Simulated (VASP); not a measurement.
# Mo: single point with PBE

The system is Mo.

```
Mo
1.0
     2.75627    0.00000    0.00000
    -1.37813    2.38700    0.00000
     0.00000    0.00000    4.90316
Mo
2
Direct
  0.33333 0.66667 0.75000
  0.66667 0.33333 0.25000
```

This isn't the form of Mo at room conditions, which is bcc.

```json
{
  "Program": "VASP 6.6.1",
  "Task": "single point",
  "Functional": "PBE",
  "Potentials or basis": "VASP PAW PBE potentials, release 64 (Mo_sv)",
  "Cutoff": "520 eV",
  "k mesh": "18 × 18 × 8",
  "Occupations": "gaussian, width 0.05 eV",
  "Spin": "non-collinear spin, zero start, spin-orbit coupling",
  "Starting moments": "[[0.0, 0.0, 0.0], [0.0, 0.0, 0.0]] μB"
}
```

```yaml
Pressure: 0.4 GPa
Net_moment: 0.00 μB per cell
Valence_electrons_inside_the_program's_atomic_spheres: Mo 12.48
```

Stress tensor (GPa, compression positive):
```
0.46 0.00 0.00
0.00 0.46 0.00
0.00 0.00 0.27
```

Moments on the atoms (μB; x, y, z):
```
Mo  0.00 0.00 0.00
Mo  0.00 0.00 0.00
```

Run time: 9.7 min on 1 thread of Oxide Virtual Turin-like Processor, with other jobs on the host, peak memory 0.39 GiB.
